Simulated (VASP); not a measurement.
YbH3:

```
Yb H
1.0
     0.00000    2.54130    2.54130
     2.54130    0.00000    2.54130
     2.54130    2.54130    0.00000
Yb H
1 3
Direct
  0.00000 0.00000 0.00000
  0.50000 0.50000 0.50000
  0.25000 0.25000 0.25000
  0.75000 0.75000 0.75000
```

Base run:

```yaml
Program: VASP 6.6.1
Functional: LDA
Potentials_or_basis: VASP PAW PBE potentials, release 64 (Yb, H)
Cutoff: 520 eV
k_mesh: 10 × 10 × 10
Occupations: gaussian, width 0.05 eV
Spin: no spin polarisation
```

Its results: pressure -6.9 GPa.

Task: The run is repeated on the same cell with these changes: functional from LDA to PBEsol; further incar settings from ALGO = Normal; EDIFF = 1e-06; NBANDS = 22 to ALGO = Normal; EDIFF = 1e-07; NBANDS = 22. What comes out?

Result: Pressure -4.3 GPa.

Caveats: the PAW data sets were made with another functional, which shifts forces and pressure a little.
